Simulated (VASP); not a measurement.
Crystal: Ir.

```xyz
2
Lattice="0.0000 0.0000 2.4650 2.2896 -2.1760 1.2325 2.2896 2.1760 -1.2325" Properties=species:S:1:pos:R:3 pbc="T T T"
Ir    2.2896   -1.0880    1.7083
Ir    2.2896    1.0880    0.7568
```

- Program: VASP 6.6.1
- Task: relaxation of cell and atoms
- Functional: r2SCAN
- Potentials or basis: VASP PAW PBE potentials, release 64 (Ir)
- Cutoff: 600 eV
- k mesh: 8 × 8 × 8
- Occupations: fermi-dirac, width 0.1 eV
- Spin: no spin polarisation

At the start: pressure 140.1 GPa; volume 12.28 Å³/atom.

Q: How do energy, volume and symmetry change on relaxing?

A: Over 20 steps the energy falls by 1303.9 meV/atom and the volume is 15.67 Å³/atom (+27.6 %); space group P6/mmm (No. 191, to 0.05 Å).

Step by step:
| step | energy change (eV) | largest force (eV/Å) | pressure (GPa) | volume (Å³) |
| --- | --- | --- | --- | --- |
| 1 | 0.0000 | 1.3454 | 140.09 | 24.56 |
| 2 | 8.0343 | 0.2397 | -19.38 | 85.67 |
| 3 | 3.9976 | 0.2428 | -34.39 | 60.86 |
| 4 | 0.0867 | 0.0869 | -42.69 | 44.88 |
| 5 | -2.3604 | 0.2875 | -17.66 | 33.71 |
| 6 | -2.4449 | 0.5090 | 10.47 | 30.50 |
| 7 | -2.4816 | 0.4168 | -2.20 | 31.71 |
| 8 | -2.4822 | 0.4281 | -0.74 | 31.55 |
| 9 | -2.5094 | 0.8136 | 2.91 | 31.31 |
| 10 | -2.5187 | 0.7052 | 1.21 | 31.40 |
| 11 | -2.5550 | 0.5492 | -2.45 | 31.73 |
| 12 | -2.5708 | 0.3384 | -5.89 | 32.10 |
| 13 | -2.5890 | 0.2202 | -3.61 | 31.82 |
| 14 | -2.5998 | 0.0149 | -0.08 | 31.43 |
| 15 | -2.6053 | 0.0107 | -0.35 | 31.41 |
| 16 | -2.6077 | 0.0061 | -0.59 | 31.40 |
| 17 | -2.6078 | 0.0054 | 0.05 | 31.33 |
| 18 | -2.6078 | 0.0053 | 0.08 | 31.33 |
| 19 | -2.6079 | 0.0047 | 0.04 | 31.34 |
| 20 | -2.6079 | 0.0041 | 0.00 | 31.34 |

Final structure:
```xyz
2
Lattice="0.0000 0.0000 2.6376 2.5872 -2.2964 1.3188 2.5872 2.2964 -1.3188" Properties=species:S:1:pos:R:3 pbc="T T T"
Ir    2.5872   -1.1482    1.9778
Ir    2.5872    1.1482    0.6599
```

Caveat: the k points lie up to 0.34 Å⁻¹ apart in the final cell; the volume moved by over 15 % at a fixed basis, so the end points are rough; the PAW data sets were made with another functional, which shifts forces and pressure a little.
